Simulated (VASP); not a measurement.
# TaN (Fm-3m) in VASP: further runs

TaN is run at these levels: PBE; tasks: single point, relaxation of cell and atoms.

Everything below comes from runs of VASP 6.6.1. Logs are shortened: lines on timing, memory, paths and dates and some standing lists are left out, and cuts for length are marked.

### 1 The cell of the first run

Symmetry: Fm-3m, No. 225, cubic system. The conventional cell has a = 4.417 Å, b = 4.417 Å, c = 4.417 Å, α = 90.00°, β = 90.00°, γ = 90.00°. Within 2.9 Å of Ta (site symmetry m-3m) lie 6 N at 2.21 Å. N (site symmetry m-3m) has 6 Ta at 2.21 Å within 2.9 Å.

### 2 Single point, PBE, non-collinear spin, zero start, spin-orbit coupling

Contents of INCAR:

```
PREC = Accurate
ENCUT = 520
EDIFF = 1E-7
ISMEAR = -1
SIGMA = 0.02
LREAL = F
LASPH = T
NELM = 150
ALGO = Normal
ISIF = 2
LWAVE = F
LCHARG = F
LNONCOLLINEAR = T
MAGMOM = 0 0 0 0 0 0
LORBIT = 11
LSORBIT = T
GGA_COMPAT = F
LORBMOM = T
LMAXMIX = 4
GGA = PE
NBANDS = 28
```

Contents of KPOINTS:

```
regular mesh
0
Gamma
  11 11 11
```

Contents of POSCAR:

```
TaN
1.0
    0.0000000000      2.2085294952      2.2085294952
    2.2085294952      0.0000000000      2.2085294952
    2.2085294952      2.2085294952      0.0000000000
Ta N
1 1
Direct
    0.5000000000      0.5000000000      0.5000000000
    0.0000000000      0.0000000000      0.0000000000
```

Potentials or basis: VASP PAW PBE potentials, release 64 (Ta_pv, N).

Launch:

```sh
$ cat potpaw_PBE.64/Ta_pv/POTCAR potpaw_PBE.64/N/POTCAR > POTCAR
$ mpirun -np 1 vasp_ncl > vasp.out
```

OUTCAR:

```text
PREC = Accurate
   ENCUT = 520
   EDIFF = 1E-7
   ISMEAR = -1
   LREAL = F
   LASPH = T
   NELM = 150
   ISIF = 2
   LNONCOLLINEAR = T
   LORBIT = 11
   LSORBIT = T
   GGA = PE

 ion  position               nearest neighbor table
   1  0.500  0.500  0.500-   2 2.21   2 2.21   2 2.21   2 2.21   2 2.21   2 2.21
   2  0.000  0.000  0.000-   1 2.21   1 2.21   1 2.21   1 2.21   1 2.21   1 2.21

  LATTYP: Found a face centered cubic cell.
 ALAT       =     4.4170589904

  Lattice vectors:

 A1 = (   0.0000000000,   2.2085294952,   2.2085294952)
 A2 = (   2.2085294952,   0.0000000000,   2.2085294952)
 A3 = (   2.2085294952,   2.2085294952,   0.0000000000)

Analysis of symmetry for initial positions (statically):
=====================================================================
 Subroutine PRICEL returns:
 Original cell was already a primitive cell.

 Routine SETGRP: Setting up the symmetry group for a
 face centered cubic supercell.

 Subroutine GETGRP returns: Found 48 space group operations
 (whereof 48 operations were pure point group operations)
 out of a pool of 48 trial point group operations.

The static configuration has the point symmetry O_h .

Analysis of symmetry for dynamics (positions and initial velocities):
=====================================================================
 Subroutine PRICEL returns:
 Original cell was already a primitive cell.

 Routine SETGRP: Setting up the symmetry group for a
 face centered cubic supercell.

 Subroutine GETGRP returns: Found 48 space group operations
 (whereof 48 operations were pure point group operations)
 out of a pool of 48 trial point group operations.

The dynamic configuration has the point symmetry O_h .

Analysis of structural, dynamic, and magnetic symmetry:
=====================================================================
 Subroutine PRICEL returns:
 Original cell was already a primitive cell.

 Routine SETGRP: Setting up the symmetry group for a
 face centered cubic supercell.

 Subroutine GETGRP returns: Found 48 space group operations
 (whereof 48 operations were pure point group operations)
 out of a pool of 48 trial point group operations.

The overall configuration has the point symmetry O_h .

 Subroutine INISYM returns: Found 48 space group operations
 (whereof 48 operations are pure point group operations),
 and found     1 'primitive' translations

----------------------------------------------------------------------------------------

                                     Primitive cell

  volume of cell :      21.5447

  direct lattice vectors                    reciprocal lattice vectors
     0.000000000  2.208529495  2.208529495    -0.226394984  0.226394984  0.226394984
     2.208529495  0.000000000  2.208529495     0.226394984 -0.226394984  0.226394984
     2.208529495  2.208529495  0.000000000     0.226394984  0.226394984 -0.226394984

  length of vectors
     3.123332365  3.123332365  3.123332365     0.392127615  0.392127615  0.392127615

  position of ions in fractional coordinates (direct lattice)
     0.500000000  0.500000000  0.500000000
     0.000000000  0.000000000  0.000000000

  ion indices of the primitive-cell ions
   primitive index   ion index
                 1           1
                 2           2

----------------------------------------------------------------------------------------

 KPOINTS: regular mesh

Automatic generation of k-mesh.
 Grid dimensions read from file:
 generate k-points for:   11   11   11

 Generating k-lattice:

  Cartesian coordinates                     Fractional coordinates (reciprocal lattice)
    -0.020581362  0.020581362  0.020581362     0.090909091  0.000000000  0.000000000
     0.020581362 -0.020581362  0.020581362     0.000000000  0.090909091  0.000000000
     0.020581362  0.020581362 -0.020581362     0.000000000  0.000000000  0.090909091

[... 87 lines left out ...]
  energy-cutoff  :      520.00
  volume of cell :       21.54
 maximum number of plane-waves:      1190
   NGX = 11   NGY = 11   NGZ = 11

 number of electron      16.0000004 magnetization       0.0000000      0.0000000      0.0000000

 number of electron      16.0000003 magnetization       0.0000000     -0.0000000     -0.0000000

 number of electron      16.0000003 magnetization      -0.0000000      0.0000000      0.0000000

 Free energy of the ion-electron system (eV)
  ---------------------------------------------------
  ext. energy  EPLUGINS =         0.00000000
  ---------------------------------------------------
  free energy    TOTEN  =       -22.49188168 eV

  energy without entropy =      -22.49099555  energy(sigma->0) =      -22.49143862

 E-fermi :   9.3830     XC(G=0): -13.3661

 val. band max:        9.3692632094   @ k =   0.2727   0.0000   0.0000
 cond. band min:       9.4076353623   @ k =  -0.2727   0.1818   0.0000
 fundamental gap:      0.0383721530
 Fermi energy:         9.3829763486

 k-point     1 :       0.0000    0.0000    0.0000
  band No.  band energies     occupation
      1     -31.8088      1.00000
      2     -31.8088      1.00000
      3     -23.8953      1.00000
      4     -23.8953      1.00000
      5     -23.8953      1.00000
      6     -23.8953      1.00000
[... 733 lines left out ...]
     27      21.6535      0.00000
     28      21.6535      0.00000

 [... further k-points ...]
[... 5 lines left out ...]
  --------------------------------------------------------------------------------------
  -------------------------------------------------------------------------------------
  Total        0.1930395      0.1930395      0.1930395      0.0000000      0.0000000      0.0000000
  in kB       14.3554593     14.3554593     14.3554593      0.0000000      0.0000000      0.0000000
  external PRESSURE =      14.3554593 kB  Pullay stress =       0.0000000 kB

 VOLUME and BASIS-vectors are now :
 -----------------------------------------------------------------------------
  energy-cutoff  :      520.00
  volume of cell :       21.54
      direct lattice vectors                 reciprocal lattice vectors
     0.000000000  2.208529495  2.208529495    -0.226394984  0.226394984  0.226394984
     2.208529495  0.000000000  2.208529495     0.226394984 -0.226394984  0.226394984
     2.208529495  2.208529495  0.000000000     0.226394984  0.226394984 -0.226394984

 POSITION                                       TOTAL-FORCE (eV/Angst)
 -----------------------------------------------------------------------------------
      2.20853      2.20853      2.20853         0.000000     -0.000000     -0.000000
      0.00000      0.00000      0.00000        -0.000000      0.000000      0.000000
 -----------------------------------------------------------------------------------
    total drift:                               -0.000000     -0.000000     -0.000000

  FREE ENERGIE OF THE ION-ELECTRON SYSTEM (eV)
  ---------------------------------------------------
  free  energy   TOTEN  =       -22.4918816849 eV

  energy  without entropy=      -22.4909955459  energy(sigma->0) =      -22.49143862

 orbital moment (x)

 # of ion     p       d       tot
 ----------------------------------------
  1         0.000  -0.000  -0.000
  2         0.000   0.000   0.000
 ----------------------------------------
            0.000  -0.000  -0.000

 orbital moment (y)

 # of ion     p       d       tot
 ----------------------------------------
  1         0.000   0.000   0.000
  2         0.000   0.000   0.000
 ----------------------------------------
            0.000   0.000   0.000

 orbital moment (z)

 # of ion     p       d       tot
 ----------------------------------------
  1         0.000  -0.000  -0.000
  2        -0.000   0.000  -0.000
 ----------------------------------------
           -0.000  -0.000  -0.000

 Spin-Orbit-Coupling matrix elements

 Ion:    1  E_soc:     -1.3263181
 l=   1
     0.0000000    -0.2028731    -0.2028731
    -0.2028731     0.0000000    -0.2028731
    -0.2028731    -0.2028731     0.0000000
 l=   2
     0.0000000    -0.0054944     0.0000000    -0.0054944    -0.0126855
    -0.0054944     0.0000000    -0.0095142    -0.0054944    -0.0031714
     0.0000000    -0.0095142     0.0000000    -0.0095142     0.0000000
    -0.0054944    -0.0054944    -0.0095142     0.0000000    -0.0031714
    -0.0126855    -0.0031714     0.0000000    -0.0031714     0.0000000
 l=   3
     0.0000000     0.0000000     0.0000000     0.0000000     0.0000000     0.0000000     0.0000000
     0.0000000     0.0000000     0.0000000     0.0000000     0.0000000     0.0000000     0.0000000
     0.0000000     0.0000000     0.0000000     0.0000000     0.0000000     0.0000000     0.0000000
     0.0000000     0.0000000     0.0000000     0.0000000     0.0000000     0.0000000     0.0000000
     0.0000000     0.0000000     0.0000000     0.0000000     0.0000000     0.0000000     0.0000000
     0.0000000     0.0000000     0.0000000     0.0000000     0.0000000     0.0000000     0.0000000
     0.0000000     0.0000000     0.0000000     0.0000000     0.0000000     0.0000000     0.0000000

 Ion:    2  E_soc:     -0.0004439
 l=   1
     0.0000000    -0.0000740    -0.0000740
    -0.0000740     0.0000000    -0.0000740
    -0.0000740    -0.0000740     0.0000000
 l=   2
     0.0000000     0.0000000     0.0000000     0.0000000     0.0000000
     0.0000000     0.0000000     0.0000000     0.0000000     0.0000000
     0.0000000     0.0000000     0.0000000     0.0000000     0.0000000
     0.0000000     0.0000000     0.0000000     0.0000000     0.0000000
     0.0000000     0.0000000     0.0000000     0.0000000     0.0000000
 l=   3
     0.0000000     0.0000000     0.0000000     0.0000000     0.0000000     0.0000000     0.0000000
     0.0000000     0.0000000     0.0000000     0.0000000     0.0000000     0.0000000     0.0000000
     0.0000000     0.0000000     0.0000000     0.0000000     0.0000000     0.0000000     0.0000000
     0.0000000     0.0000000     0.0000000     0.0000000     0.0000000     0.0000000     0.0000000
     0.0000000     0.0000000     0.0000000     0.0000000     0.0000000     0.0000000     0.0000000
     0.0000000     0.0000000     0.0000000     0.0000000     0.0000000     0.0000000     0.0000000
     0.0000000     0.0000000     0.0000000     0.0000000     0.0000000     0.0000000     0.0000000

 total charge

# of ion       s       p       d       tot
------------------------------------------
    1        0.270   6.214   2.439   8.924
    2        1.229   2.530   0.000   3.759
--------------------------------------------------
tot          1.499   8.744   2.439  12.683

 magnetization (x)

# of ion       s       p       d       tot
------------------------------------------
    1       -0.000   0.000   0.000   0.000
    2        0.000  -0.000   0.000  -0.000
--------------------------------------------------
tot         -0.000  -0.000   0.000  -0.000

 magnetization (y)

# of ion       s       p       d       tot
------------------------------------------
    1        0.000   0.000  -0.000  -0.000
    2        0.000   0.000   0.000   0.000
--------------------------------------------------
tot          0.000   0.000  -0.000  -0.000

 magnetization (z)

# of ion       s       p       d       tot
------------------------------------------
    1       -0.000  -0.000  -0.000  -0.000
    2        0.000   0.000   0.000   0.000
--------------------------------------------------
tot         -0.000  -0.000  -0.000  -0.000
```

It took 35 s on 1 thread of Intel Xeon 6975P-C (Granite Rapids), shared host; peak memory 0.22 GiB.

What came out:

| Property | Result |
| --- | --- |
| Free energy | -22.4919 eV |
| Pressure | 1.4 GPa |
| Net moment | 0.00 μB per cell |
| Valence electrons inside the program's atomic spheres | Ta 8.92; N 3.76 |

Moments on the atoms (μB; x, y, z):
```
Ta  0.00 0.00 0.00
N   0.00 0.00 0.00
```

### 3 Single point, PBE, non-collinear spin, zero start, spin-orbit coupling

Contents of INCAR:

```
SYSTEM = TaN
ALGO = Normal
EDIFF = 1E-7
ENCUT = 520
GGA = PE
GGA_COMPAT = .False.
ISIF = 2
ISMEAR = -1
LASPH = .True.
LCHARG = .False.
LMAXMIX = 4
LORBIT = 11
LORBMOM = .True.
LREAL = .False.
LSORBIT = .True.
LWAVE = .False.
MAGMOM = 0 0 0 0 0 0
NBANDS = 28
NELM = 150
PREC = Accurate
SIGMA = 0.02
```

Contents of KPOINTS:

```
k-points
0
Gamma
  11 11 11
  0 0 0
```

Contents of POSCAR:

```
TaN
1.0
    0.0000000000      2.2088115528      2.2088115528
    2.2088115528      0.0000000000      2.2088115528
    2.2088115528      2.2088115528      0.0000000000
Ta N
1 1
Direct
    0.5000000000      0.5000000000      0.5000000000
    0.0000000000      0.0000000000      0.0000000000
```

Potentials or basis: VASP PAW PBE potentials, release 64 (Ta_pv, N).

Launch:

```sh
$ cat potpaw_PBE.64/Ta_pv/POTCAR potpaw_PBE.64/N/POTCAR > POTCAR
$ mpirun -np 1 vasp_ncl > vasp.out
```

It took 34 s on 1 thread of Intel Xeon 6975P-C (Granite Rapids), shared host; peak memory 0.22 GiB.

The run converged. Its results:

```yaml
Free_energy: -22.4920 eV
Pressure: 1.3 GPa
Net_moment: 0.00 μB per cell
Valence_electrons_inside_the_program's_atomic_spheres: Ta 8.92; N 3.76
```

Moments on the atoms (μB; x, y, z):
```
Ta  0.00 0.00 0.00
N   0.00 0.00 0.00
```

### 4 Relaxation of cell and atoms, PBE, non-collinear spin, zero start, spin-orbit coupling

Contents of INCAR:

```
ALGO     = Normal         # electronic algorithm
EDIFF    = 1E-6           # SCF threshold, eV
EDIFFG   = -0.005         # ionic threshold
ENCUT    = 600            # plane-wave cutoff, eV
GGA      = PE             # functional
GGA_COMPAT= F            
IBRION   = 2              # ionic algorithm
ISIF     = 3              # what is computed and relaxed
ISMEAR   = -1             # smearing method
LASPH    = T              # aspherical terms in the spheres
LCHARG   = F              # write CHGCAR
LMAXMIX  = 4              # l up to which the mixer works
LNONCOLLINEAR= T              # non-collinear magnetism
LORBIT   = 11             # projections on sites
LORBMOM  = T            
LREAL    = F              # projectors in reciprocal space
LSORBIT  = T              # spin-orbit coupling
LWAVE    = F              # write WAVECAR
MAGMOM   = 0 0 0 0 0 0    # initial moments
NELM     = 150            # most SCF steps
NSW      = 30             # ionic steps
PREC     = Accurate       # precision mode
SIGMA    = 0.02           # smearing width, eV
```

Contents of KPOINTS:

```
k-points
0
Gamma
  11 11 11
```

Contents of POSCAR:

```
TaN
1.0
    0.0000000000      2.2085294952      2.2085294952
    2.2085294952      0.0000000000      2.2085294952
    2.2085294952      2.2085294952      0.0000000000
Ta N
1 1
Direct
    0.5000000000      0.5000000000      0.5000000000
    0.0000000000      0.0000000000      0.0000000000
```

Launch:

```sh
$ cat potpaw_PBE.64/Ta_pv/POTCAR potpaw_PBE.64/N/POTCAR > POTCAR
$ mpirun -np 1 vasp_ncl > vasp.out
```

It took 1.7 min on 1 thread of AMD EPYC 9R45 (Zen 5), shared host; peak memory 0.25 GiB.

It converged, with:

```yaml
Free_energy: -22.4947 eV
Relaxed_volume: 10.82 Å³/atom
Relaxed_cell: a = 3.128 Å, b = 3.128 Å, c = 3.128 Å, α = 60.00°, β = 60.00°, γ = 60.00°
Space_group_after_relaxing_to_0.05_Å: Fm-3m (No. 225)
Energy_gained_by_relaxing: 0.2 meV/atom
Ionic_steps: 3
Pressure_after_relaxing: 0.0 GPa
Net_moment: 0.00 μB per cell
Valence_electrons_inside_the_program's_atomic_spheres: Ta 8.91; N 3.75
```

The path:
```
step  energy change (eV)  largest force (eV/Å)  pressure (GPa)  volume (Å³)
   1              0.0000                0.0000            1.37        21.54
   2              0.0015                0.0000           -2.98        21.83
   3             -0.0004                0.0000           -0.01        21.63
```

Final structure:
```xyz
2
Lattice="0.0000 2.2115 2.2115 2.2115 0.0000 2.2115 2.2115 2.2115 0.0000" Properties=species:S:1:pos:R:3 pbc="T T T"
Ta    2.2115    2.2115    2.2115
N     0.0000    0.0000    0.0000
```

Moments on the atoms (μB; x, y, z):
```
Ta  0.00 0.00 0.00
N   0.00 0.00 0.00
```
